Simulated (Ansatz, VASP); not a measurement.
**Two plane-wave programs on BC**

```xyz
2
Lattice="0.0000 1.8939 1.8939 1.8939 0.0000 1.8939 1.8939 1.8939 0.0000" Properties=species:S:1:pos:R:3 pbc="T T T"
B     0.0000    0.0000    0.0000
C     2.8408    2.8408    2.8408
```

Alike in both runs: functional PBE; k mesh 8 × 8 × 8; occupations gaussian, width 0.1 eV; no spin polarisation.

Ansatz relaxed the structure, and its values are those at the end. VASP's run is a single point on that final structure, the one shown.

|  | VASP | Ansatz |
| --- | --- | --- |
| version | VASP 6.6.1 | Ansatz 0.2.0 |
| potentials or method | VASP PAW PBE potentials, release 64 (B, C), cutoff 600 eV | scalar-relativistic, plane waves, PAW |
| valence electrons in the cell | 7 | 7 |

```csv
,VASP,Ansatz,Ansatz less VASP
gap on the k mesh at the Fermi level (eV),none,none,-
pressure (GPa),-0.1,0.0,+0.06
```

A gap of «none» marks a metal or a gap that the smearing closes.
